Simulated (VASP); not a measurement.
A run of VASP 6.6.1 is set up as follows.

INCAR

```
SYSTEM = Si2W
ALGO     = Normal         ! electronic algorithm
EDIFF    = 1E-6           ! SCF threshold, eV
EDIFFG   = -0.01          ! ionic threshold
ENCUT    = 600            ! plane-wave cutoff, eV
GGA      = PE             ! functional
IBRION   = 2              ! ionic algorithm
ISIF     = 4              ! what is computed and relaxed
ISMEAR   = 0              ! smearing method
LASPH    = .TRUE.         ! aspherical terms in the spheres
LCHARG   = .FALSE.        ! write CHGCAR
LREAL    = .FALSE.        ! projectors in reciprocal space
LWAVE    = .FALSE.        ! write WAVECAR
NELM     = 60             ! most SCF steps
NSW      = 50             ! ionic steps
PREC     = Accurate       ! precision mode
SIGMA    = 0.1            ! smearing width, eV
```

KPOINTS

```
k-points
0
G
  18 18 18
  0 0 0
```

Contents of POSCAR:

```
Si2W
1.0
   -1.5620874168      1.5620874168      3.8239083061
    1.5620874168     -1.5620874168      3.8239083061
    1.5620874168      1.5620874168     -3.8239083061
Si W
2 1
Direct
    0.3336337356      0.3336337356      0.0000000000
    0.6663662644      0.6663662644      0.0000000000
    0.0000000000      0.0000000000      0.0000000000
```

Potentials or basis: VASP PAW PBE potentials, release 64 (Si, W_sv).

Run with:

```bash
$ cat potpaw_PBE.64/Si/POTCAR potpaw_PBE.64/W_sv/POTCAR > POTCAR
$ mpirun -np 1 vasp_std > vasp.out
```

**Question.** What does it give for the band gap on the k mesh?

**Answer.** Zero (bands 11 and 12 overlap by 1.50 eV).

Final structure:
```yaml
crystal:
  lattice:
    - [-1.56093, 1.56093, 3.82957]
    - [1.56093, -1.56093, 3.82957]
    - [1.56093, 1.56093, -3.82957]
  atoms:
    - { symbol: Si, position: [0.33312, 0.33312, 0.00000] }
    - { symbol: Si, position: [0.66688, 0.66688, 0.00000] }
    - { symbol: W, position: [0.00000, 0.00000, 0.00000] }
```

Caveat: spin-orbit coupling is left out, which moves the levels of the heavy elements.
